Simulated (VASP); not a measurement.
A run of VASP 6.6.1 is set up as follows.

The input INCAR:

```
SYSTEM = C
ALGO = Normal
EDIFF = 1E-6
EDIFFG = -0.002
ENCUT = 520
GGA = PS
IBRION = 2
ISIF = 2
ISMEAR = 0
LASPH = .True.
LCHARG = .False.
LREAL = .False.
LWAVE = .False.
NELM = 60
NSW = 60
PREC = Accurate
SIGMA = 0.02
```

File KPOINTS:

```
k-points
0
Gamma
  9 9 6
  0 0 0
```

The input POSCAR:

```
C
1.0
    2.4981173483      0.0000000000      0.0000000000
   -1.2490586742      2.1634330853      0.0000000000
    0.0000000000      0.0000000000      4.2229976408
C
4
Direct
    0.3333333333      0.6666666667     -0.0002601248
    0.6666666667      0.3333333333      0.4997398752
    0.3333333333      0.6666666667      0.3742601248
    0.6666666667      0.3333333333      0.8742601248
```

Potentials or basis: VASP PAW PBE potentials, release 64 (C).

Command:

```sh
$ cat potpaw_PBE.64/C/POTCAR > POTCAR
$ mpirun -np 1 vasp_std > vasp.out
```

Problem. Predict the band gap on the k mesh.

Solution. 3.08 eV (least direct gap 4.85 eV).

Problem. Estimate the energy gained by relaxing.

Solution. 0.0 meV/atom.

Final structure:
```yaml
crystal:
  lattice:
    - [2.49812, 0.00000, 0.00000]
    - [-1.24906, 2.16343, 0.00000]
    - [0.00000, 0.00000, 4.22300]
  atoms:
    - { symbol: C, position: [0.33333, 0.66667, 0.99979] }
    - { symbol: C, position: [0.66667, 0.33333, 0.49979] }
    - { symbol: C, position: [0.33333, 0.66667, 0.37421] }
    - { symbol: C, position: [0.66667, 0.33333, 0.87421] }
```

Caveat: the cell differs from its parent crystal (strained cell); an odd mesh through Γ misses points on the zone boundary, where band edges can lie.
